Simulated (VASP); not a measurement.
A run of VASP 6.6.1:

INCAR

```
SYSTEM = Hf11O24
PREC = Accurate
ENCUT = 520
EDIFF = 1E-6
ISMEAR = 0
SIGMA = 0.05
LREAL = Auto
LASPH = .True.
NELM = 150
ALGO = Normal
ISIF = 2
LWAVE = .False.
LCHARG = .False.
ISPIN = 2
MAGMOM = 0 0 0 0 0 0 0 0 0 0 0 0.5 0 0.5 0.5 0 0 0.5 0 0 0 0 0 0 0 0 0 0 0.5 0 0 0.5 0.5 0 0.5
LORBIT = 11
LMAXMIX = 4
GGA = PE
NBANDS = 154
LUSENCCL = .False.
```

The input KPOINTS:

```
regular mesh
0
Gamma
  2 2 2
  0 0 0
```

File POSCAR:

```
Hf11O24
1.0
   -5.1150000000      5.1150000000      0.0000000000
    0.0000000000      5.1150000000      5.1150000000
    2.5575000000      7.6725000000     -5.1150000000
Hf O
11 24
Direct
    0.6698065191      0.3314076067      0.3293739333
    0.3295553688      0.6696645696      0.6715861548
    0.4994670498      0.5004448233      0.0005416852
    0.1672390047      0.8361241672      0.3262376051
    0.8321227382      0.1648158995      0.6748567696
   -0.0003397189      0.5006612891      0.0003921288
    0.6708268957      0.8360624932      0.3260730129
    0.3283604867      0.1647841140      0.6749393172
    0.4994798561      0.0005975017      0.0005770994
    0.1649595413      0.3318985500      0.3386105374
    0.8342451683      0.6691962144      0.6624829212
    0.7729377430      0.3622247778      0.0918878381
    0.4603011117      0.6663044733      0.4141845245
    0.1318680710      0.0000956685      0.7360878863
    0.3164438013      0.8194862381      0.0905544428
    0.9558551355      0.1682600469      0.4197402276
    0.6314061116      0.5041243695      0.7440329724
    0.7735663610      0.8196676858      0.0907725624
    0.4568478261      0.1678040006      0.4193521142
    0.1205726696      0.5043731699      0.7440926864
    0.2865951673      0.3339179555      0.0938348728
    0.9577365414      0.6667133380      0.4173801761
    0.6314415726     -0.0067183041      0.7443801014
    0.3677000617      0.0072633860      0.2570201543
    0.0414247100      0.3340576028      0.5838195112
    0.7130119419      0.6668435133      0.9076645988
    0.8784893623      0.4970542517      0.2567291977
    0.5422724350      0.8336157574      0.5815450410
    0.2256054040      0.1819791265      0.9103182514
    0.3676204463      0.4975164898      0.2572522856
    0.0432455112      0.8332592500      0.5810700119
    0.6826788035      0.1817575800      0.9102903552
    0.8675506024      0.0006834095      0.2650380468
    0.5390232613      0.3344667564      0.5873153650
    0.2262451226      0.6383541915      0.9092723580
```

Potentials or basis: VASP PAW PBE potentials, release 64 (Hf_pv, O).

Command:

```bash
$ cat potpaw_PBE.64/Hf_pv/POTCAR potpaw_PBE.64/O/POTCAR > POTCAR
$ mpirun -np 1 vasp_std > vasp.out
```

Hardware: 1 × NVIDIA H100 80GB with 1 thread of AMD EPYC 7R13 Processor (Zen 3) (shared host).

Estimate the wall time of this run.

Wall time 5.4 min on 1 × NVIDIA H100 80GB with 1 thread of AMD EPYC 7R13 Processor (Zen 3), with other jobs on the host, peak memory 1.9 GiB. Counts: scf iterations 23, k points 8.
